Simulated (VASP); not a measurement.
# Ir (I4/mmm) in VASP: a series of runs, part 2 of 2

VASP 6.6.1.

### 5 Single point, PBEsol (strain -0.025 along x and y, +0.050 along z)

The input, INCAR:

```
SYSTEM = Ir
PREC = Accurate ; ENCUT = 520
EDIFF = 1E-6 ; ISMEAR = 0
SIGMA = 0.15 ; LREAL = .False.
LASPH = .True. ; NELM = 100
ALGO = Normal ; ISIF = 2
LWAVE = .False. ; LCHARG = .True.
GGA = PS ; LELF = .True.
LVHAR = .True. ; NBANDS = 10
```

The input, KPOINTS:

```
Automatic mesh
0
Gamma
  22 22 22
  0 0 0
```

The input, POSCAR:

```
Ir
1.0
    0.0000000000      1.8717075000      2.0156850000
    1.8717075000      0.0000000000      2.0156850000
    1.8717075000      1.8717075000      0.0000000000
Ir
1
Direct
    0.0000000000      0.0000000000      0.0000000000
```

Potentials or basis: VASP PAW PBE potentials, release 64 (Ir).

Run with:

```console
$ cat potpaw_PBE.64/Ir/POTCAR > POTCAR
$ mpirun -np 1 vasp_std > vasp.out
```

OUTCAR:

```text
SYSTEM = Ir
   PREC = Accurate
   ENCUT = 520
   EDIFF = 1E-6
   ISMEAR = 0
   LREAL = .False.
   LASPH = .True.
   NELM = 100
   ISIF = 2
   GGA = PS

 ion  position               nearest neighbor table
   1  0.000  0.000  0.000-

  LATTYP: Found a body centered tetragonal cell.
 ALAT       =     2.6469941313
 C/A-ratio  =     1.5229992210

  Lattice vectors:

 A1 = (  -1.8717075000,   0.0000000000,   2.0156850000)
 A2 = (   1.8717075000,   0.0000000000,   2.0156850000)
 A3 = (   0.0000000000,   1.8717075000,  -2.0156850000)

Analysis of symmetry for initial positions (statically):
=====================================================================
 Subroutine PRICEL returns:
 Original cell was already a primitive cell.

 Routine SETGRP: Setting up the symmetry group for a
 body centered tetragonal supercell.

 Subroutine GETGRP returns: Found 16 space group operations
 (whereof 16 operations were pure point group operations)
 out of a pool of 16 trial point group operations.

The static configuration has the point symmetry D_4h.

Analysis of symmetry for dynamics (positions and initial velocities):
[... 160 lines left out ...]
 cond. band min:      10.2389018574   @ k =   0.3636   0.1818   0.0000
 fundamental gap:      0.0019990309
 Fermi energy:        10.2388426931

 k-point     1 :       0.0000    0.0000    0.0000
  band No.  band energies     occupation
      1      -0.9309      2.00000
      2       5.7188      2.00000
      3       6.7432      2.00000
      4       6.7432      2.00000
      5       8.3727      2.00000
      6       9.7281      2.00000
      7      24.6881      0.00000
      8      28.7087      0.00000
      9      30.9701      0.00000
     10      30.9701      0.00000
[... 287 lines left out ...]
 k-point    24 :      -0.4545    0.0455    0.0000
  band No.  band energies     occupation
      1       2.2024      2.00000
      2       5.7469      2.00000
      3       6.8482      2.00000
      4       8.9654      2.00000
      5      10.8337      0.00000
      6      11.8542      0.00000
      7      17.7104      0.00000
      8      24.1501      0.00000
      9      29.3840      0.00000
     10      30.9451      0.00000

 [... further k-points ...]
[... 5 lines left out ...]
  --------------------------------------------------------------------------------------
  -------------------------------------------------------------------------------------
  Total        0.8789283      0.8789283     -1.6391731      0.0000000      0.0000000      0.0000000
  in kB       99.7092404     99.7092404   -185.9545357      0.0000000      0.0000000      0.0000000
  external PRESSURE =       4.4879817 kB  Pullay stress =       0.0000000 kB

 VOLUME and BASIS-vectors are now :
 -----------------------------------------------------------------------------
  energy-cutoff  :      520.00
  volume of cell :       14.12
      direct lattice vectors                 reciprocal lattice vectors
     0.000000000  1.871707500  2.015685000    -0.267135757  0.267135757  0.248054632
     1.871707500  0.000000000  2.015685000     0.267135757 -0.267135757  0.248054632
     1.871707500  1.871707500  0.000000000     0.267135757  0.267135757 -0.248054632

 POSITION                                       TOTAL-FORCE (eV/Angst)
 -----------------------------------------------------------------------------------
      0.00000      0.00000      0.00000        -0.000000      0.000000      0.000000
 -----------------------------------------------------------------------------------
    total drift:                                0.000000      0.000000     -0.000000

  FREE ENERGIE OF THE ION-ELECTRON SYSTEM (eV)
  ---------------------------------------------------
  free  energy   TOTEN  =        -9.7597294097 eV

  energy  without entropy=       -9.7480653833  energy(sigma->0) =       -9.75389740
```

OSZICAR:

```text
N       E                     dE             d eps       ncg     rms          rms(c)
DAV:   1     0.470431095350E+02    0.47043E+02   -0.43687E+03 16872   0.818E+02
DAV:   2    -0.948817908311E+01   -0.56531E+02   -0.53543E+02 17106   0.196E+02
DAV:   3    -0.103770431307E+02   -0.88886E+00   -0.88422E+00 19440   0.299E+01
DAV:   4    -0.103851406186E+02   -0.80975E-02   -0.80957E-02 18972   0.265E+00
DAV:   5    -0.103852999288E+02   -0.15931E-03   -0.15931E-03 19162   0.357E-01    0.160E+01
DAV:   6    -0.986111721120E+01    0.52418E+00   -0.92638E-01 18772   0.117E+01    0.634E+00
DAV:   7    -0.976677910576E+01    0.94338E-01   -0.28122E-01 19984   0.585E+00    0.150E+00
DAV:   8    -0.976457845245E+01    0.22007E-02   -0.19703E-03 17944   0.449E-01    0.122E+00
DAV:   9    -0.975973739419E+01    0.48411E-02   -0.25912E-03 18438   0.739E-01    0.341E-02
DAV:  10    -0.975972797598E+01    0.94182E-05   -0.16054E-05 24478   0.436E-02    0.168E-02
DAV:  11    -0.975972938518E+01   -0.14092E-05   -0.11634E-06 16348   0.696E-03    0.188E-03
DAV:  12    -0.975972940967E+01   -0.24493E-07   -0.28093E-08  8964   0.193E-03
   1 F= -.97597294E+01 E0= -.97538974E+01  d E =-.116640E-01
```

stdout:

```text
POSCAR found type information on POSCAR Ir
 POSCAR found :  1 types and       1 ions
 scaLAPACK will be used
 -----------------------------------------------------------------------------
|                                                                             |
|                                                                             |
|     You enforced a specific xc type in the INCAR file but a different       |
|     I HOPE YOU KNOW WHAT YOU ARE DOING!                                     |
|                                                                             |
 -----------------------------------------------------------------------------

 LDA part: xc-table for (Slater+PW92), standard interpolation
 POSCAR, INCAR and KPOINTS ok, starting setup
 FFT: planning ... GRIDC
 FFT: planning ... GRID_SOFT
 FFT: planning ... GRID
 WAVECAR not read
 entering main loop
```

It took 70 s on 1 thread of Intel Xeon 6975P-C, shared host; peak memory 0.23 GiB.

Results:

| Quantity | Value |
| --- | --- |
| Free energy | -9.7597 eV |
| Pressure | 0.4 GPa |

Stress tensor (GPa, compression positive):
```
  9.97   0.00   0.00
  0.00   9.97   0.00
  0.00   0.00 -18.60
```

Caveat: the cell differs from its parent crystal (strain -0.025 along x and y, +0.050 along z); the PAW data sets were made with another functional, which shifts forces and pressure a little; spin-orbit coupling is left out, which moves the levels of the heavy elements.

### 6 The runs side by side

```csv
cell,gap on the mesh (eV),pressure (GPa)
"a = 2.817, b = 2.817, c = 2.783 Å, angles 60.4, 60.4, 59.2°, 1 atom",none,-30.5
"a = 2.817, b = 2.817, c = 2.851 Å, angles 59.6, 59.6, 60.8°, 1 atom",none,-35.4
"a = 2.716, b = 2.716, c = 2.647 Å, angles 60.8, 60.8, 58.3°, 1 atom",none,11.5
"a = 2.751, b = 2.751, c = 2.647 Å, angles 61.2, 61.2, 57.5°, 1 atom",none,0.4
```

Alike in all rows: task single point; level PBEsol; potentials or basis VASP PAW PBE potentials, release 64 (Ir); no spin polarisation; k mesh 22 × 22 × 22; cutoff (eV) 520; smearing gaussian 0.15 eV.

Caveats: the PAW data sets were made with another functional, which shifts forces and pressure a little; spin-orbit coupling is left out, which moves the levels of the heavy elements.

Absolute energies hang on the potentials; compare differences alone.
